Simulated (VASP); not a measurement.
Ba:

```
Ba
1.0
     4.07163    0.00000    0.00000
     0.00000    4.07163    0.00000
     0.00000    0.00000    4.07163
Ba
1
Direct
  0.00000 0.00000 0.00000
```

Base run:

```yaml
Program: VASP 6.6.1
Functional: RPBE
Potentials_or_basis: VASP PAW PBE potentials, release 64 (Ba_sv)
Cutoff: 520 eV
k_mesh: 8 × 8 × 8
Occupations: fermi-dirac, width 0.1 eV
Spin: no spin polarisation
```

Its results: band gap on the k mesh zero (filled and empty bands touch); pressure 0.1 GPa.

Task: The run is repeated on the same cell with these changes: k mesh from 8 × 8 × 8 to 9 × 9 × 9. What comes out?

Result: Band gap on the k mesh 0.13 eV, direct; pressure 0.1 GPa.

Caveats: the PAW data sets were made with another functional, which shifts forces and pressure a little; spin-orbit coupling is left out, which moves the levels of the heavy elements.

A k mesh can miss the band edges.
